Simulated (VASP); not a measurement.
# SnS2 (P-3m1) in VASP: a series of runs

SnS2 is run at these levels: PBEsol+D3(BJ), PBE+D3(BJ); tasks: single point.

All numbers are computed with VASP 6.6.1; they aren't measurements. Logs are shortened: lines on timing, memory, paths and dates and some standing lists are left out, and cuts for length are marked.

### Step 1. The cell of the first run

The structure is trigonal, space group P-3m1 (No. 164). The conventional cell has a = 3.610 Å, b = 3.610 Å, c = 5.458 Å, α = 90.00°, β = 90.00°, γ = 120.00°. Sn (site symmetry -3m) has 6 S at 2.55 Å within 3.4 Å. S (site symmetry 3m) has 3 Sn at 2.55 Å and 3 S at 3.26 Å within 3.4 Å.

### Step 2. Single point, PBEsol+D3(BJ)

The input, INCAR:

```
ALGO = Normal ; EDIFF = 1E-6
ENCUT = 500 ; GGA = PS
GGA_COMPAT = False ; ISIF = 2
ISMEAR = 0 ; IVDW = 12
LASPH = True ; LCHARG = False
LREAL = False ; LWAVE = False
NBANDS = 20 ; NELM = 120
PREC = Accurate ; SIGMA = 0.05
```

The input, KPOINTS:

```
k-points
0
Gamma
  8 8 4
```

The input, POSCAR:

```
SnS2
1.0
    3.6102973339      0.0000000000      0.0000000000
   -1.8051486669      3.1266092064      0.0000000000
    0.0000000000      0.0000000000      5.4575443550
Sn S
1 2
Direct
    0.0000000000      0.0000000000      0.0000000000
    0.3333333333      0.6666666667      0.2702655477
    0.6666666667      0.3333333333      0.7297344523
```

Potentials or basis: VASP PAW PBE potentials, release 64 (Sn_d, S).

Command:

```console
$ cat potpaw_PBE.64/Sn_d/POTCAR potpaw_PBE.64/S/POTCAR > POTCAR
$ mpirun -np 1 vasp_std > vasp.out
```

OUTCAR:

```text
EDIFF = 1E-6
   ENCUT = 500
   GGA = PS
   ISIF = 2
   ISMEAR = 0
   IVDW = 12
   LASPH = True
   LREAL = False
   NELM = 120
   PREC = Accurate
 IVDW          = 12

 ion  position               nearest neighbor table
   1  0.000  0.000  0.000-   2 2.55   3 2.55   2 2.55   3 2.55   3 2.55   2 2.55
   2  0.333  0.667  0.270-   1 2.55   1 2.55   1 2.55
   3  0.667  0.333  0.730-   1 2.55   1 2.55   1 2.55

  LATTYP: Found a hexagonal cell.
 ALAT       =     3.6102973339
 C/A-ratio  =     1.5116606335

  Lattice vectors:

 A1 = (   3.6102973339,   0.0000000000,   0.0000000000)
 A2 = (  -1.8051486669,   3.1266092064,   0.0000000000)
 A3 = (   0.0000000000,   0.0000000000,   5.4575443550)

Analysis of symmetry for initial positions (statically):
=====================================================================
 Subroutine PRICEL returns:
 Original cell was already a primitive cell.

 Routine SETGRP: Setting up the symmetry group for a
 hexagonal supercell.

 Subroutine GETGRP returns: Found 12 space group operations
 (whereof 12 operations were pure point group operations)
 out of a pool of 24 trial point group operations.

The static configuration has the point symmetry D_3d.

Analysis of symmetry for dynamics (positions and initial velocities):
=====================================================================
 Subroutine PRICEL returns:
 Original cell was already a primitive cell.

 Routine SETGRP: Setting up the symmetry group for a
 hexagonal supercell.

 Subroutine GETGRP returns: Found 12 space group operations
 (whereof 12 operations were pure point group operations)
 out of a pool of 24 trial point group operations.

The dynamic configuration has the point symmetry D_3d.

 Subroutine INISYM returns: Found 12 space group operations
 (whereof 12 operations are pure point group operations),
 and found     1 'primitive' translations

----------------------------------------------------------------------------------------

                                     Primitive cell

  volume of cell :      61.6047

  direct lattice vectors                    reciprocal lattice vectors
     3.610297334  0.000000000  0.000000000     0.276985497  0.159917651  0.000000000
    -1.805148667  3.126609206  0.000000000     0.000000000  0.319835302  0.000000000
     0.000000000  0.000000000  5.457544355     0.000000000  0.000000000  0.183232592

  length of vectors
     3.610297334  3.610297334  5.457544355     0.319835302  0.319835302  0.183232592

  position of ions in fractional coordinates (direct lattice)
     0.000000000  0.000000000  0.000000000
     0.333333333  0.666666667  0.270265548
     0.666666667  0.333333333  0.729734452

  ion indices of the primitive-cell ions
   primitive index   ion index
                 1           1
                 2           2
                 3           3

----------------------------------------------------------------------------------------

 KPOINTS: k-points

Automatic generation of k-mesh.
 Grid dimensions read from file:
 generate k-points for:    8    8    4

 Generating k-lattice:

  Cartesian coordinates                     Fractional coordinates (reciprocal lattice)
     0.034623187  0.019989706  0.000000000     0.125000000  0.000000000  0.000000000
     0.000000000  0.039979413  0.000000000     0.000000000  0.125000000  0.000000000
     0.000000000  0.000000000  0.045808148     0.000000000  0.000000000  0.250000000

  Length of vectors
     0.039979413  0.039979413  0.045808148

  Shift w.r.t. Gamma in fractional coordinates (k-lattice)
     0.000000000  0.000000000  0.000000000

 Subroutine IBZKPT returns following result:
 ===========================================

 Found     35 irreducible k-points:

 Following reciprocal coordinates:
            Coordinates               Weight
  0.000000  0.000000  0.000000      1.000000
  0.125000  0.000000  0.000000      6.000000
  0.250000  0.000000  0.000000      6.000000
  0.375000  0.000000  0.000000      6.000000
  0.500000  0.000000  0.000000      3.000000
  0.125000  0.125000  0.000000      6.000000
[... 16 lines left out ...]
 -0.125000  0.500000  0.250000     12.000000
  0.250000  0.250000  0.250000     12.000000
 [... further k-points ...]
   k-points           NKPTS =     35   k-points in BZ     NKDIM =     35   number of bands    NBANDS=     20
   number of dos      NEDOS =    301   number of ions     NIONS =      3
   total plane-waves  NPLWV =  31360
   dimension x,y,z NGX =    28 NGY =   28 NGZ =   40
   dimension x,y,z NGXF=    56 NGYF=   56 NGZF=   80
   ions per type =               1   2
   NGX,Y,Z   is equivalent  to a cutoff of  12.89, 12.89, 12.18 a.u.
   NGXF,Y,Z  is equivalent  to a cutoff of  25.79, 25.79, 24.37 a.u.
 SYSTEM =  unknown system
   PREC   = accura    normal or accurate (medium, high low for compatibility)
   ISTART =      0    job   : 0-new  1-cont  2-samecut
   ICHARG =      2    charge: 1-file 2-atom 10-const
[... 84 lines left out ...]
     20      15.4988      0.00000

 k-point     3 :       0.2500    0.0000    0.0000
  band No.  band energies     occupation
      1     -15.0982      2.00000
      2     -15.0262      2.00000
      3     -15.0015      2.00000
      4     -14.9734      2.00000
      5     -14.9659      2.00000
      6      -7.6439      2.00000
[... 12 lines left out ...]
     19      14.3551      0.00000
     20      15.9192      0.00000

 k-point     4 :       0.3750    0.0000    0.0000
  band No.  band energies     occupation
      1     -15.1321      2.00000
      2     -15.0184      2.00000
      3     -15.0151      2.00000
      4     -14.9505      2.00000
      5     -14.9461      2.00000
      6      -6.8614      2.00000
[... 12 lines left out ...]
     19      15.7190      0.00000
     20      17.3659      0.00000

 k-point     5 :       0.5000    0.0000    0.0000
  band No.  band energies     occupation
      1     -15.1464      2.00000
      2     -15.0204      2.00000
      3     -15.0177      2.00000
      4     -14.9409      2.00000
      5     -14.9353      2.00000
      6      -6.2877      2.00000
[... 12 lines left out ...]
     19      16.7487      0.00000
     20      17.7671      0.00000

 k-point     6 :       0.1250    0.1250    0.0000
  band No.  band energies     occupation
      1     -15.0836      2.00000
      2     -15.0366      2.00000
      3     -14.9917      2.00000
      4     -14.9873      2.00000
      5     -14.9669      2.00000
      6      -7.8171      2.00000
[... 12 lines left out ...]
     19      13.5775      0.00000
     20      16.0218      0.00000

 k-point     7 :       0.2500    0.1250    0.0000
  band No.  band energies     occupation
      1     -15.1101      2.00000
      2     -15.0304      2.00000
      3     -15.0032      2.00000
      4     -14.9727      2.00000
      5     -14.9471      2.00000
      6      -7.1473      2.00000
[... 12 lines left out ...]
     19      13.7986      0.00000
     20      17.1714      0.00000
[... 277 lines left out ...]
 k-point    20 :       0.2500    0.1250    0.2500
  band No.  band energies     occupation
      1     -15.1105      2.00000
      2     -15.0305      2.00000
      3     -15.0033      2.00000
      4     -14.9726      2.00000
      5     -14.9470      2.00000
      6      -7.0030      2.00000
[... 12 lines left out ...]
     19      14.5481      0.00000
     20      16.1774      0.00000

 k-point    21 :      -0.1250    0.3750    0.2500
  band No.  band energies     occupation
      1     -15.1106      2.00000
      2     -15.0305      2.00000
      3     -15.0034      2.00000
      4     -14.9725      2.00000
      5     -14.9470      2.00000
      6      -6.9989      2.00000
[... 12 lines left out ...]
     19      13.9997      0.00000
     20      15.8068      0.00000

 k-point    22 :       0.3750    0.1250    0.2500
  band No.  band energies     occupation
      1     -15.1313      2.00000
      2     -15.0298      2.00000
      3     -15.0115      2.00000
      4     -14.9509      2.00000
      5     -14.9387      2.00000
      6      -6.2576      2.00000
[... 12 lines left out ...]
     19      15.8837      0.00000
     20      17.7039      0.00000

 k-point    23 :      -0.1250    0.5000    0.2500
  band No.  band energies     occupation
      1     -15.1313      2.00000
      2     -15.0298      2.00000
      3     -15.0116      2.00000
      4     -14.9508      2.00000
      5     -14.9387      2.00000
      6      -6.2556      2.00000
[... 12 lines left out ...]
     19      15.8135      0.00000
     20      16.7769      0.00000

 k-point    24 :       0.2500    0.2500    0.2500
  band No.  band energies     occupation
      1     -15.1092      2.00000
      2     -15.0481      2.00000
      3     -14.9952      2.00000
      4     -14.9716      2.00000
      5     -14.9390      2.00000
      6      -6.3146      2.00000
[... 12 lines left out ...]
     19      13.7832      0.00000
     20      16.3736      0.00000

 [... further k-points ...]

------------------------ aborting loop because EDIFF is reached ----------------------------------------

 Edisp (eV)   -0.94761

 E8    (eV) :    -0.5992

  FORCE on cell =-STRESS in cart. coord.  units (eV):
  Direction    XX          YY          ZZ          XY          YZ          ZX
  --------------------------------------------------------------------------------------
  -------------------------------------------------------------------------------------
  Total       0.46670     0.46670     0.42864     0.00000    -0.00000     0.00000
  in kB      12.13778    12.13778    11.14773     0.00000    -0.00000     0.00000
  external pressure =       11.81 kB  Pullay stress =        0.00 kB

 VOLUME and BASIS-vectors are now :
 -----------------------------------------------------------------------------
  energy-cutoff  :      500.00
  volume of cell :       61.60
      direct lattice vectors                 reciprocal lattice vectors
     3.610297334  0.000000000  0.000000000     0.276985497  0.159917651  0.000000000
    -1.805148667  3.126609206  0.000000000     0.000000000  0.319835302  0.000000000
     0.000000000  0.000000000  5.457544355     0.000000000  0.000000000  0.183232592

 POSITION                                       TOTAL-FORCE (eV/Angst)
 -----------------------------------------------------------------------------------
      0.00000      0.00000      0.00000         0.000000      0.000000      0.000000
     -0.00000      2.08441      1.47499        -0.000000      0.000000     -0.016400
      1.80515      1.04220      3.98256         0.000000     -0.000000      0.016400
 -----------------------------------------------------------------------------------
    total drift:                                0.000000      0.000000      0.000000

  FREE ENERGIE OF THE ION-ELECTRON SYSTEM (eV)
  ---------------------------------------------------
  free  energy   TOTEN  =       -15.1424777501 eV

  energy  without entropy=      -15.1424777501  energy(sigma->0) =      -15.14247775
```

It took 20 s on 1 thread of AMD EPYC 9R45 (Zen 5), shared host; peak memory 0.18 GiB.

What came out:

* Free energy: -15.1425 eV
* Pressure: 1.2 GPa
* Largest force: 0.016 eV/Å
* Band gap on the k mesh: 1.02 eV (least direct gap 1.56 eV)
* Dispersion energy per atom: -0.316 eV

Forces on the atoms (eV/Å):
```
Sn   0.000  0.000  0.000
S    0.000  0.000 -0.016
S    0.000  0.000  0.016
```

Caveat: the PAW data sets were made with another functional, which shifts forces and pressure a little; spin-orbit coupling is left out, which moves the levels of the heavy elements. A k mesh can miss the band edges.

### Step 3. Single point, PBEsol+D3(BJ) (20.71 Å³/atom)

This run uses another cell than the first one, of 20.71 Å³/atom.

The input, INCAR:

```
ALGO     = Normal         # electronic algorithm
EDIFF    = 1E-6           # SCF threshold, eV
ENCUT    = 500            # plane-wave cutoff, eV
GGA      = PS             # functional
GGA_COMPAT= False        
ISIF     = 2              # what is computed and relaxed
ISMEAR   = 0              # smearing method
IVDW     = 12             # dispersion correction
LASPH    = True           # aspherical terms in the spheres
LCHARG   = False          # write CHGCAR
LREAL    = False          # projectors in reciprocal space
LWAVE    = False          # write WAVECAR
NBANDS   = 20             # bands
NELM     = 120            # most SCF steps
PREC     = Accurate       # precision mode
SIGMA    = 0.05           # smearing width, eV
```

KPOINTS is that of step 2.

The input, POSCAR:

```
SnS2
1.0
    3.6185042009      0.0000000000      0.0000000000
   -1.8092521004      3.1337165617      0.0000000000
    0.0000000000      0.0000000000      5.4783353173
Sn S
1 2
Direct
    0.0000000000      0.0000000000      0.0000000000
    0.3333333333      0.6666666667      0.2688780294
    0.6666666667      0.3333333333      0.7311219706
```

Potentials or basis: VASP PAW PBE potentials, release 64 (Sn_d, S).

Command:

```console
$ cat potpaw_PBE.64/Sn_d/POTCAR potpaw_PBE.64/S/POTCAR > POTCAR
$ mpirun -np 1 vasp_std > vasp.out
```

Run time: 20 s. Hardware: 1 thread of AMD EPYC 9R45 (Zen 5), shared host; peak memory 0.18 GiB.

Results (log left out):

```
Free energy                : -15.1460 eV
Pressure                   : 0.7 GPa
Largest force              : 0.010 eV/Å
Band gap on the k mesh     : 1.03 eV (least direct gap 1.54 eV)
Dispersion energy per atom : -0.313 eV
```

Forces on the atoms (eV/Å):
```
Sn   0.000  0.000  0.000
S    0.000  0.000 -0.010
S    0.000  0.000  0.010
```

Stress tensor (GPa, compression positive):
```
0.69 0.00 0.00
0.00 0.69 0.00
0.00 0.00 0.81
```

Levels at points of the mesh, in eV from the valence-band top:
```tsv
k point	band 9	band 10	band 11	band 12	band 13	band 14	band 15	band 16	band 17	band 18
(0.00, 0.00, 0.00)	-1.03	-1.03	-0.89	-0.89	0.00	1.54	3.11	5.12	5.12	8.81
(0.50, 0.00, 0.00)	-4.77	-3.63	-3.15	-1.91	-0.56	1.54	3.96	5.07	5.36	7.61
(0.00, 0.00, 0.50)	-2.75	-1.23	-1.23	-0.57	-0.57	3.07	3.27	4.59	4.59	7.72
(0.50, 0.00, 0.50)	-5.68	-2.78	-2.08	-1.32	-1.30	1.24	4.12	4.95	6.08	6.77
```

Caveat: the PAW data sets were made with another functional, which shifts forces and pressure a little; spin-orbit coupling is left out, which moves the levels of the heavy elements.

### Step 4. Single point, PBEsol+D3(BJ) (20.70 Å³/atom)

This run uses another cell than the first one, of 20.70 Å³/atom.

The input, INCAR:

```
PREC     = Accurate       # precision mode
ENCUT    = 500            # plane-wave cutoff, eV
EDIFF    = 1E-6           # SCF threshold, eV
ISMEAR   = 0              # smearing method
SIGMA    = 0.05           # smearing width, eV
LREAL    = False          # projectors in reciprocal space
LASPH    = True           # aspherical terms in the spheres
NELM     = 120            # most SCF steps
ALGO     = Normal         # electronic algorithm
ISIF     = 2              # what is computed and relaxed
LWAVE    = False          # write WAVECAR
LCHARG   = False          # write CHGCAR
GGA      = PS             # functional
IVDW     = 12             # dispersion correction
NBANDS   = 20             # bands
GGA_COMPAT= False
```

The input, KPOINTS:

```
regular mesh
0
Gamma
  8 8 4
```

The input, POSCAR:

```
SnS2
1.0
    3.6161983772      0.0000000000      0.0000000000
   -1.8080991886      3.1317196597      0.0000000000
    0.0000000000      0.0000000000      5.4840512675
Sn S
1 2
Direct
    0.0000000000      0.0000000000      0.0000000000
    0.3333333333      0.6666666667      0.2687428786
    0.6666666667      0.3333333333      0.7312571214
```

Command:

```console
$ cat potpaw_PBE.64/Sn_d/POTCAR potpaw_PBE.64/S/POTCAR > POTCAR
$ mpirun -np 1 vasp_std > vasp.out
```

It took 20 s on 1 thread of AMD EPYC 9R45 (Zen 5), shared host; peak memory 0.18 GiB.

It converged, with:

| Item | Value |
| --- | --- |
| Free energy | -15.1459 eV |
| Pressure | 0.8 GPa |
| Largest force | 0.008 eV/Å |
| Band gap on the k mesh | 1.05 eV (least direct gap 1.56 eV) |
| Dispersion energy per atom | -0.313 eV |

Forces on the atoms (eV/Å):
```
Sn   0.000  0.000  0.000
S    0.000  0.000 -0.008
S    0.000  0.000  0.008
```

Levels at points of the mesh, in eV from the valence-band top:
| k point | band 10 | band 11 | band 12 | band 13 | band 14 | band 15 | band 16 | band 17 |
| --- | --- | --- | --- | --- | --- | --- | --- | --- |
| (0.00, 0.00, 0.00) | -1.01 | -0.88 | -0.88 | 0.00 | 1.56 | 3.13 | 5.13 | 5.13 |
| (0.50, 0.00, 0.00) | -3.62 | -3.14 | -1.90 | -0.55 | 1.55 | 3.97 | 5.08 | 5.38 |
| (0.00, 0.00, 0.50) | -1.22 | -1.22 | -0.55 | -0.55 | 3.09 | 3.28 | 4.61 | 4.61 |
| (0.50, 0.00, 0.50) | -2.77 | -2.08 | -1.31 | -1.29 | 1.25 | 4.13 | 4.96 | 6.08 |

Caveat: the PAW data sets were made with another functional, which shifts forces and pressure a little; spin-orbit coupling is left out, which moves the levels of the heavy elements.

### Step 5. Single point, PBE+D3(BJ)

The input, INCAR:

```
SYSTEM = SnS2
PREC     = Accurate       ! precision mode
ENCUT    = 500            ! plane-wave cutoff, eV
EDIFF    = 1E-6           ! SCF threshold, eV
ISMEAR   = 0              ! smearing method
SIGMA    = 0.05           ! smearing width, eV
LREAL    = .FALSE.        ! projectors in reciprocal space
LASPH    = .TRUE.         ! aspherical terms in the spheres
NELM     = 120            ! most SCF steps
ALGO     = Normal         ! electronic algorithm
ISIF     = 2              ! what is computed and relaxed
LWAVE    = .FALSE.        ! write WAVECAR
LCHARG   = .TRUE.         ! write CHGCAR
GGA      = PE             ! functional
IVDW     = 12             ! dispersion correction
LELF     = .TRUE.         ! ELF
LVHAR    = .TRUE.       
NBANDS   = 20             ! bands
GGA_COMPAT= .FALSE.
```

The input, KPOINTS:

```
Automatic mesh
0
G
  8 8 4
  0 0 0
```

The input, POSCAR:

```
SnS2
1.0
    3.6235996055      0.0000000000      0.0000000000
   -1.8117998027      3.1381293115      0.0000000000
    0.0000000000      0.0000000000      5.4175484992
Sn S
1 2
Direct
    0.0000000000      0.0000000000      0.0000000000
    0.3333333333      0.6666666667      0.2720014028
    0.6666666667      0.3333333333      0.7279985972
```

Command:

```console
$ cat potpaw_PBE.64/Sn_d/POTCAR potpaw_PBE.64/S/POTCAR > POTCAR
$ mpirun -np 1 vasp_std > vasp.out
```

It took 22 s on 1 thread of AMD EPYC 9R45 (Zen 5), shared host; peak memory 0.18 GiB.

The run converged. Its results:

* Free energy: -14.0747 eV
* Pressure: 3.9 GPa
* Largest force: 0.004 eV/Å
* Band gap on the k mesh: 1.04 eV (least direct gap 1.55 eV)
* Dispersion energy per atom: -0.364 eV

Forces on the atoms (eV/Å):
```
Sn   0.000  0.000  0.000
S    0.000  0.000  0.004
S    0.000  0.000 -0.004
```

Levels at points of the mesh, in eV from the valence-band top:
```tsv
k point	band 9	band 10	band 11	band 12	band 13	band 14	band 15	band 16	band 17	band 18
(0.00, 0.00, 0.00)	-1.09	-1.09	-1.00	-1.00	0.00	1.55	3.17	5.14	5.14	8.88
(0.50, 0.00, 0.00)	-4.72	-3.69	-3.21	-1.99	-0.60	1.59	4.02	5.09	5.31	7.67
(0.00, 0.00, 0.50)	-2.80	-1.32	-1.32	-0.63	-0.63	3.09	3.33	4.57	4.57	7.68
(0.50, 0.00, 0.50)	-5.71	-2.79	-2.07	-1.44	-1.35	1.29	4.19	5.01	6.19	6.80
```

Caveat: three body term missing; the cell stands under pressure; spin-orbit coupling is left out, which moves the levels of the heavy elements. A k mesh can miss the band edges.

### Step 6. Overview

| level | cell | gap on the mesh (eV) | pressure (GPa) | largest force (eV/Å) |
| --- | --- | --- | --- | --- |
| PBEsol+D3(BJ) | a = 3.610, b = 3.610, c = 5.458 Å, angles 90.0, 90.0, 120.0°, 3 atoms, atomic positions A | 1.02 | 1.2 | 0.02 |
| PBEsol+D3(BJ) | a = 3.619, b = 3.619, c = 5.478 Å, angles 90.0, 90.0, 120.0°, 3 atoms, atomic positions B | 1.03 | 0.7 | 0.01 |
| PBEsol+D3(BJ) | a = 3.616, b = 3.616, c = 5.484 Å, angles 90.0, 90.0, 120.0°, 3 atoms, atomic positions C | 1.05 | 0.8 | 0.01 |
| PBE+D3(BJ) | a = 3.624, b = 3.624, c = 5.418 Å, angles 90.0, 90.0, 120.0°, 3 atoms, atomic positions D | 1.04 | 3.9 | - |

Alike in all rows: task single point; potentials or basis VASP PAW PBE potentials, release 64 (Sn_d, S); no spin polarisation; k mesh 8 × 8 × 4; cutoff (eV) 500; smearing gaussian 0.05 eV.

Caveats: spin-orbit coupling is left out, which moves the levels of the heavy elements; the PAW data sets were made with another functional, which shifts forces and pressure a little (at least some runs); three body term missing (at least some runs); the cell stands under pressure (at least some runs).

Absolute energies hang on the potentials; compare differences alone.
